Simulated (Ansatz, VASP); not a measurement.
**BaTiO3 in VASP and in Ansatz**

The input POSCAR:

```
BaTiO3
1.0
    4.0060000000      0.0000000000      0.0000000000
    0.0000000000      4.0060000000      0.0000000000
    0.0000000000      0.0000000000      4.0060000000
Ba Ti O
1 1 3
Direct
    0.5000000000      0.5000000000      0.5000000000
    0.0000000000      0.0000000000      0.0000000000
    0.5000000000      0.0000000000      0.0000000000
    0.0000000000      0.5000000000      0.0000000000
    0.0000000000      0.0000000000      0.5000000000
```

INCAR.step1

```
SYSTEM = BaTiO3
ALGO = Normal
EDIFF = 1E-4
ENCUT = 600
GGA = PE
ISMEAR = -1
LASPH = .TRUE.
LCHARG = .FALSE.
LREAL = .FALSE.
LWAVE = .TRUE.
NELM = 100
PREC = Accurate
SIGMA = 0.02
```

File INCAR.step2:

```
SYSTEM = BaTiO3
ALGO = Normal
EDIFF = 1E-6
EDIFFG = -0.01
ENCUT = 600
IBRION = 2
ISIF = 3
ISMEAR = -1
ISTART = 1
LASPH = .TRUE.
LCHARG = .FALSE.
LMIXTAU = .TRUE.
LREAL = .FALSE.
LWAVE = .FALSE.
METAGGA = R2SCAN
NELM = 100
NSW = 80
PREC = Accurate
SIGMA = 0.02
```

File KPOINTS:

```
k-points
0
G
  6 6 6
  0 0 0
```

Input for Ansatz:

```yaml
crystal:
  lattice:
    - [4.006, 0.0, 0.0]
    - [0.0, 4.006, 0.0]
    - [0.0, 0.0, 4.006]
  atoms:
    - { symbol: Ba, position: [0.5, 0.5, 0.5] }
    - { symbol: Ti, position: [0.0, 0.0, 0.0] }
    - { symbol: O, position: [0.5, 0.0, 0.0] }
    - { symbol: O, position: [0.0, 0.5, 0.0] }
    - { symbol: O, position: [0.0, 0.0, 0.5] }
  symmetry: { tolerance: 0.0003 }
hamiltonian:
  xc: r2scan
  pseudopotentials: { kind: paw, azcp: { folder: soft_1 } }
basis:
  ecutwfc: 500
magnetization:
  spin_polarized: false
scf:
  occupations: { method: fermi_dirac, width: 0.02 }
kpoints:
  mp_grid: { grid: [6, 6, 6], shift: [0, 0, 0] }
output:
  forces: true
  stress: true
  eigenvalues: true
relax:
  max_steps: 60
  cell: {}
```

Alike in both runs: task relaxation of cell and atoms; functional r2SCAN; k mesh 6 × 6 × 6; occupations fermi-dirac, width 0.02 eV; no spin polarisation.

```csv
,VASP,Ansatz
version,VASP 6.6.1,Ansatz 0.2.0
potentials or method,"VASP PAW PBE potentials, release 64 (Ba_sv, Ti_sv, O), cutoff 600 eV",PAW plane waves
valence electrons in the cell,40,40
```

|  | VASP | Ansatz | Ansatz less VASP |
| --- | --- | --- | --- |
| gap on the k mesh at the Fermi level, each at its own relaxed structure (eV) | 2.13 | 2.18 | +0.051 |
| relaxed volume (Å³/atom) | 12.87 | 12.75 | -0.125 |
| relaxed cell length with the largest relative difference (Å) | 4.007 | 3.994 | -0.0131 |

VASP's potentials were made for PBE, not for r2SCAN.

Neither program's run includes spin-orbit coupling.
